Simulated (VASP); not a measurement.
# ZnO (Pm-3m) in VASP: further runs

The runs below take ZnO through single point, with HSE06, PBE-based screened hybrid with 25 % exact exchange.

Everything below comes from runs of VASP 6.6.1. Logs are shortened: lines on timing, memory, paths and dates and some standing lists are left out, and cuts for length are marked.

## (1) The cell of the first run

Symmetry: Pm-3m, No. 221, cubic system. The conventional cell has a = 2.646 Å, b = 2.646 Å, c = 2.646 Å, α = 90.00°, β = 90.00°, γ = 90.00°. Zn (site symmetry m-3m) has 8 O at 2.29 Å and 6 Zn at 2.65 Å within 3.0 Å. Within 3.0 Å of O (site symmetry m-3m) lie 8 Zn at 2.29 Å and 6 O at 2.65 Å.

## (2) Single point, HSE06

Contents of POSCAR:

```
ZnO
1.0
    2.6463485037      0.0000000000      0.0000000000
    0.0000000000      2.6463485037      0.0000000000
    0.0000000000      0.0000000000      2.6463485037
Zn O
1 1
Direct
    0.0000000000      0.0000000000      0.0000000000
    0.5000000000      0.5000000000      0.5000000000
```

Contents of INCAR.step1:

```
SYSTEM = ZnO
PREC     = Accurate       ! precision mode
ENCUT    = 520            ! plane-wave cutoff, eV
EDIFF    = 1E-5           ! SCF threshold, eV
ISMEAR   = -1             ! smearing method
SIGMA    = 0.05           ! smearing width, eV
LREAL    = .False.        ! projectors in reciprocal space
LASPH    = .True.         ! aspherical terms in the spheres
NELM     = 60             ! most SCF steps
ALGO     = Normal         ! electronic algorithm
ISIF     = 2              ! what is computed and relaxed
LWAVE    = .True.         ! write WAVECAR
LCHARG   = .False.        ! write CHGCAR
GGA      = PE             ! functional
NBANDS   = 16             ! bands
```

Contents of INCAR.step2:

```
SYSTEM = ZnO
PREC     = Accurate       ! precision mode
ENCUT    = 520            ! plane-wave cutoff, eV
EDIFF    = 1E-7           ! SCF threshold, eV
ISMEAR   = -1             ! smearing method
SIGMA    = 0.05           ! smearing width, eV
LREAL    = .False.        ! projectors in reciprocal space
LASPH    = .True.         ! aspherical terms in the spheres
NELM     = 60             ! most SCF steps
ALGO     = Normal         ! electronic algorithm
ISIF     = 2              ! what is computed and relaxed
LWAVE    = .False.        ! write WAVECAR
LCHARG   = .False.        ! write CHGCAR
GGA      = PE             ! functional
LHFCALC  = .True.         ! exact exchange
HFSCREEN = 0.2079         ! screening, 1/A
PRECFOCK = Normal       
ISTART   = 1            
NBANDS   = 16             ! bands
```

Contents of KPOINTS:

```
Automatic mesh
0
Gamma
  5 5 5
  0 0 0
```

Potentials or basis: VASP PAW PBE potentials, release 64 (Zn, O).

Launch:

```console
$ cat potpaw_PBE.64/Zn/POTCAR potpaw_PBE.64/O/POTCAR > POTCAR
$ cp INCAR.step1 INCAR
$ mpirun -np 1 vasp_std > vasp.out
$ cp INCAR.step2 INCAR
$ mpirun -np 1 vasp_std > vasp.out
```

OUTCAR:

```text
SYSTEM = ZnO
   PREC = Accurate
   ENCUT = 520
   EDIFF = 1E-7
   ISMEAR = -1
   LREAL = .False.
   LASPH = .True.
   NELM = 60
   ISIF = 2
   GGA = PE
   LHFCALC = .True.
   HFSCREEN = 0.2079
   PRECFOCK = Normal
   ISTART = 1

 ion  position               nearest neighbor table
   1  0.000  0.000  0.000-   2 2.29   2 2.29   2 2.29   2 2.29   2 2.29   2 2.29   2 2.29   2 2.29

   2  0.500  0.500  0.500-   1 2.29   1 2.29   1 2.29   1 2.29   1 2.29   1 2.29   1 2.29   1 2.29

  LATTYP: Found a simple cubic cell.
 ALAT       =     2.6463485037

  Lattice vectors:

 A1 = (   2.6463485037,   0.0000000000,   0.0000000000)
 A2 = (   0.0000000000,   2.6463485037,   0.0000000000)
 A3 = (   0.0000000000,   0.0000000000,   2.6463485037)

Analysis of symmetry for initial positions (statically):
=====================================================================
 Subroutine PRICEL returns:
 Original cell was already a primitive cell.

 Routine SETGRP: Setting up the symmetry group for a
 simple cubic supercell.

 Subroutine GETGRP returns: Found 48 space group operations
 (whereof 48 operations were pure point group operations)
 out of a pool of 48 trial point group operations.

The static configuration has the point symmetry O_h .

Analysis of symmetry for dynamics (positions and initial velocities):
=====================================================================
 Subroutine PRICEL returns:
 Original cell was already a primitive cell.

 Routine SETGRP: Setting up the symmetry group for a
 simple cubic supercell.

 Subroutine GETGRP returns: Found 48 space group operations
 (whereof 48 operations were pure point group operations)
 out of a pool of 48 trial point group operations.

The dynamic configuration has the point symmetry O_h .

 Subroutine INISYM returns: Found 48 space group operations
 (whereof 48 operations are pure point group operations),
 and found     1 'primitive' translations

----------------------------------------------------------------------------------------

                                     Primitive cell

  volume of cell :      18.5328

  direct lattice vectors                    reciprocal lattice vectors
     2.646348504  0.000000000  0.000000000     0.377879179  0.000000000  0.000000000
     0.000000000  2.646348504  0.000000000     0.000000000  0.377879179  0.000000000
     0.000000000  0.000000000  2.646348504     0.000000000  0.000000000  0.377879179

  length of vectors
     2.646348504  2.646348504  2.646348504     0.377879179  0.377879179  0.377879179

  position of ions in fractional coordinates (direct lattice)
     0.000000000  0.000000000  0.000000000
     0.500000000  0.500000000  0.500000000

  ion indices of the primitive-cell ions
   primitive index   ion index
                 1           1
                 2           2

----------------------------------------------------------------------------------------

 KPOINTS: Automatic mesh

Automatic generation of k-mesh.
 Grid dimensions read from file:
 generate k-points for:    5    5    5

 Generating k-lattice:

  Cartesian coordinates                     Fractional coordinates (reciprocal lattice)
     0.075575836  0.000000000  0.000000000     0.200000000  0.000000000  0.000000000
     0.000000000  0.075575836  0.000000000     0.000000000  0.200000000  0.000000000
     0.000000000  0.000000000  0.075575836     0.000000000  0.000000000  0.200000000

  Length of vectors
     0.075575836  0.075575836  0.075575836

  Shift w.r.t. Gamma in fractional coordinates (k-lattice)
     0.000000000  0.000000000  0.000000000

 Subroutine IBZKPT returns following result:
 ===========================================

 Found     10 irreducible k-points:

 Following reciprocal coordinates:
            Coordinates               Weight
  0.000000  0.000000  0.000000      1.000000
  0.200000  0.000000  0.000000      6.000000
  0.400000  0.000000  0.000000      6.000000
  0.200000  0.200000  0.000000     12.000000
  0.400000  0.200000  0.000000     24.000000
  0.400000  0.400000  0.000000     12.000000
  0.200000  0.200000  0.200000      8.000000
  0.400000  0.200000  0.200000     24.000000
  0.400000  0.400000  0.200000     24.000000
  0.400000  0.400000  0.400000      8.000000
   k-points           NKPTS =     10   k-points in BZ     NKDIM =    125   number of bands    NBANDS=     16
   number of dos      NEDOS =    301   number of ions     NIONS =      2
   total plane-waves  NPLWV =   8000
   dimension x,y,z NGX =    20 NGY =   20 NGZ =   20
   dimension x,y,z NGXF=    40 NGYF=   40 NGZF=   40
   ions per type =               1   1
   NGX,Y,Z   is equivalent  to a cutoff of  12.56, 12.56, 12.56 a.u.
   NGXF,Y,Z  is equivalent  to a cutoff of  25.13, 25.13, 25.13 a.u.
 SYSTEM =  ZnO
   PREC   = accura    normal or accurate (medium, high low for compatibility)
   ISTART =      1    job   : 0-new  1-cont  2-samecut
   ICHARG =      0    charge: 1-file 2-atom 10-const
   ISPIN  =      1    spin polarized calculation?
   LNONCOLLINEAR =      F non collinear calculations
   LSORBIT =      F    spin-orbit coupling
   LASPH  =      T    aspherical Exc in radial PAW
   ENCUT  =  520.0 eV  38.22 Ry    6.18 a.u.   4.92  4.92  4.92*2*pi/ulx,y,z
   NELM   =     60;   NELMIN=  2; NELMDL=  0     # of ELM steps
   EDIFF  = 0.1E-06   stopping-criterion for ELM
   LREAL  =      F    real-space projection
   EDIFFG = 0.1E-05   stopping-criterion for IOM
   NSW    =      0    number of steps for IOM
   IBRION =     -1    ionic relax: 0-MD 1-quasi-New 2-CG
   NFREE  =      0    steps in history (QN), initial steepest desc. (CG)
   ISIF   =      2    stress and relaxation
   ISYM   =      3    0-nonsym 1-usesym 2-fastsym
   POTIM  = 0.5000    time-step for ionic-motion
   TEBEG  =    0.0;   TEEND  =   0.0 temperature during run
   PSTRESS=    0.0 pullay stress
   NELECT =      18.0000    total number of electrons
   NUPDOWN=      -1.0000    fix difference up-down
   EMIN   =  10.00;   EMAX   =-10.00  energy-range for DOS
   EFERMI =   0.00;   METHOD = LEGACY
   ISMEAR =    -1;   SIGMA  =   0.05  broadening in eV -4-tet -1-fermi 0-gaus
   EFERMI_NEDOS =   21; number of points for ismear=-14 and -15
   IALGO  =     38    algorithm
   IMIX   =      1    mixing-type and parameters
     AMIX     =   0.40;   BMIX     =  1.00
     AMIX_MAG =   1.60;   BMIX_MAG =  1.00
  volume/ion in A,a.u.               =       9.27        62.53
  Fermi-wavevector in a.u.,A,eV,Ry     =   1.621257  3.063732 35.762580  2.628475
  Thomas-Fermi vector in A             =   2.715063
   LORBIT       =      0    0 simple, 1 ext, 2 COOP (PROOUT), +10 PAW based schemes
   GGA     = PE    functional components
   LHFCALC =     T    Hartree Fock is set to
   PRECFOCK=normal    Normal, Fast or Accurate (Low or Medium for compatibility)
   ENCUT4O =  -1.0   cutoff for four orbital integrals eV
   NKREDX  =     1    reduce k-point grid by
   NKREDY  =     1    reduce k-point grid by
   NKREDZ  =     1    reduce k-point grid by
   AEXX    =    0.2500 exact exchange contribution
   HFSCREEN=    0.2079 screening length (either q_TF or 0.3 A-1)
   HFSCREENC=   0.2079 screening length for correlation (either q_TF or 0.3 A-1)
   ENCUTFOCK=  -1.0 apply spherical cutoff to Coloumb kernel
   IVDW    =     0    specifies the selected vdW correction
   LEPSILON=     F    determine dielectric tensor
   LRPA    =     F    only Hartree local field effects (RPA)
 non-spin polarized calculation
  energy-cutoff  :      520.00
  volume of cell :       18.53
 maximum number of plane-waves:       507
 NGX is ok and might be reduce to    20
  NGX = 16; NGY = 16; NGZ = 16

 number of electron      18.0000026 magnetization

 Free energy of the ion-electron system (eV)
  ---------------------------------------------------
  ext. energy  EPLUGINS =         0.00000000
  ---------------------------------------------------
  free energy    TOTEN  =        -9.78311859 eV

  energy without entropy =       -9.78310964  energy(sigma->0) =       -9.78311412

 E-fermi :   2.9922     XC(G=0): -10.3805

 val. band max:        2.4226394488   @ k =   0.4000   0.2000   0.0000
 cond. band min:       3.3689185478   @ k =   0.0000   0.0000   0.0000
 fundamental gap:      0.9462790990
 Fermi energy:         2.9922217891

 k-point     1 :       0.0000    0.0000    0.0000
  band No.  band energies     occupation
      1     -17.9662      2.00000
      2      -5.4140      2.00000
      3      -5.4140      2.00000
      4      -4.3036      2.00000
      5      -4.3036      2.00000
      6      -4.3036      2.00000
[... 8 lines left out ...]
     15      23.0022      0.00000
     16      37.3584      0.00000

 k-point     2 :       0.2000    0.0000    0.0000
  band No.  band energies     occupation
      1     -17.5410      2.00000
      2      -5.3872      2.00000
      3      -5.3651      2.00000
      4      -4.5374      2.00000
      5      -4.5374      2.00000
      6      -4.2907      2.00000
[... 8 lines left out ...]
     15      25.7890      0.00000
     16      30.8243      0.00000

 k-point     3 :       0.4000    0.0000    0.0000
  band No.  band energies     occupation
      1     -16.7150      2.00000
      2      -6.2747      2.00000
      3      -5.2854      2.00000
      4      -4.8686      2.00000
      5      -4.8686      2.00000
      6      -4.2697      2.00000
[... 8 lines left out ...]
     15      25.6754      0.00000
     16      31.7035      0.00000

 k-point     4 :       0.2000    0.2000    0.0000
  band No.  band energies     occupation
      1     -17.1602      2.00000
      2      -5.3810      2.00000
      3      -5.1541      2.00000
      4      -4.7351      2.00000
      5      -4.5598      2.00000
      6      -4.4062      2.00000
[... 8 lines left out ...]
     15      28.2735      0.00000
     16      28.9074      0.00000
[... 58 lines left out ...]
 k-point     8 :       0.4000    0.2000    0.2000
  band No.  band energies     occupation
      1     -16.1534      2.00000
      2      -5.4445      2.00000
      3      -5.2612      2.00000
      4      -4.8703      2.00000
      5      -4.4930      2.00000
      6      -4.4881      2.00000
[... 8 lines left out ...]
     15      26.3833      0.00000
     16      31.4896      0.00000

 k-point     9 :       0.4000    0.4000    0.2000
  band No.  band energies     occupation
      1     -15.6347      2.00000
      2      -5.4759      2.00000
      3      -5.3057      2.00000
      4      -4.7132      2.00000
      5      -4.6450      2.00000
      6      -4.1304      2.00000
[... 8 lines left out ...]
     15      26.6610      0.00000
     16      27.4831      0.00000

 k-point    10 :       0.4000    0.4000    0.4000
  band No.  band energies     occupation
      1     -15.0719      2.00000
      2      -5.9037      2.00000
      3      -5.9037      2.00000
      4      -5.4995      2.00000
      5      -4.0760      2.00000
      6      -4.0760      2.00000
[... 8 lines left out ...]
     15      25.9995      0.00000
     16      25.9996      0.00000

------------------------ aborting loop because EDIFF is reached ----------------------------------------

  FORCE on cell =-STRESS in cart. coord.  units (eV):
  Direction    XX          YY          ZZ          XY          YZ          ZX
  --------------------------------------------------------------------------------------
  -------------------------------------------------------------------------------------
  Total        0.1355106      0.1355106      0.1355106     -0.0000000      0.0000000     -0.0000000
  in kB       11.7150151     11.7150151     11.7150151     -0.0000000      0.0000000     -0.0000000
  external PRESSURE =      11.7150151 kB  Pullay stress =       0.0000000 kB

 VOLUME and BASIS-vectors are now :
 -----------------------------------------------------------------------------
  energy-cutoff  :      520.00
  volume of cell :       18.53
      direct lattice vectors                 reciprocal lattice vectors
     2.646348504  0.000000000  0.000000000     0.377879179  0.000000000  0.000000000
     0.000000000  2.646348504  0.000000000     0.000000000  0.377879179  0.000000000
     0.000000000  0.000000000  2.646348504     0.000000000  0.000000000  0.377879179

 POSITION                                       TOTAL-FORCE (eV/Angst)
 -----------------------------------------------------------------------------------
      0.00000      0.00000      0.00000         0.000000      0.000000      0.000000
      1.32317      1.32317      1.32317         0.000000      0.000000      0.000000
 -----------------------------------------------------------------------------------
    total drift:                                0.000000     -0.000000     -0.000000

  FREE ENERGIE OF THE ION-ELECTRON SYSTEM (eV)
  ---------------------------------------------------
  free  energy   TOTEN  =        -9.7831185938 eV

  energy  without entropy=       -9.7831096425  energy(sigma->0) =       -9.78311412
```

Run time: 3.2 min. Hardware: 1 thread of Intel Xeon 6975P-C (Granite Rapids), shared host; peak memory 0.23 GiB.

Results:

| Property | Result |
| --- | --- |
| Free energy | -9.7831 eV |
| Pressure | 1.2 GPa |
| Band gap on the k mesh | 0.95 eV (least direct gap 2.14 eV) |

Caveat: the k points lie up to 0.47 Å⁻¹ apart; the PAW data sets were made with another functional, which shifts forces and pressure a little; an odd mesh through Γ misses points on the zone boundary, where band edges can lie.

## (3) Single point, PBE-based screened hybrid with 25 % exact exchange

This run uses another cell than the first one, of 9.29 Å³/atom.

Contents of POSCAR:

```
ZnO
1.0
    2.6484307933      0.0000000000      0.0000000000
    0.0000000000      2.6484307933      0.0000000000
    0.0000000000      0.0000000000      2.6484307933
Zn O
1 1
Direct
    0.0000000000      0.0000000000      0.0000000000
    0.5000000000      0.5000000000      0.5000000000
```

Contents of INCAR.step1:

```
ALGO = Normal ; EDIFF = 1E-5
ENCUT = 520 ; GGA = PE
ISIF = 2 ; ISMEAR = -1
LASPH = T ; LCHARG = F
LREAL = F ; LWAVE = T
NBANDS = 16 ; NELM = 100
PREC = Accurate ; SIGMA = 0.05
```

Contents of INCAR.step2:

```
AEXX = 0.25 ; ALGO = Normal
EDIFF = 1E-6 ; ENCUT = 520
GGA = PE ; HFSCREEN = 0.3
ISIF = 2 ; ISMEAR = -1
ISTART = 1 ; LASPH = T
LCHARG = F ; LHFCALC = T
LREAL = F ; LWAVE = F
NBANDS = 16 ; NELM = 100
PREC = Accurate ; PRECFOCK = Normal
SIGMA = 0.05
```

Contents of KPOINTS:

```
k-points
0
Gamma
  5 5 5
```

Potentials or basis: VASP PAW PBE potentials, release 64 (Zn, O).

Launch:

```console
$ cat potpaw_PBE.64/Zn/POTCAR potpaw_PBE.64/O/POTCAR > POTCAR
$ cp INCAR.step1 INCAR
$ mpirun -np 1 vasp_std > vasp.out
$ cp INCAR.step2 INCAR
$ mpirun -np 1 vasp_std > vasp.out
```

Run time: 3 min. Hardware: 1 thread of Intel Xeon 6975P-C (Granite Rapids), shared host; peak memory 0.22 GiB.

It converged, with:

| Item | Value |
| --- | --- |
| Free energy | -9.5291 eV |
| Pressure | 1.1 GPa |
| Band gap on the k mesh | 0.71 eV (least direct gap 1.90 eV) |

Levels at points of the mesh, in eV from the valence-band top:
```csv
k point,band 5,band 6,band 7,band 8,band 9,band 10,band 11,band 12,band 13,band 14
"(0.00, 0.00, 0.00)",-6.70,-6.70,-1.20,-1.20,-1.20,0.71,15.87,15.87,20.23,20.23
```

Caveat: the k points lie up to 0.47 Å⁻¹ apart; the PAW data sets were made with another functional, which shifts forces and pressure a little; an odd mesh through Γ misses points on the zone boundary, where band edges can lie.
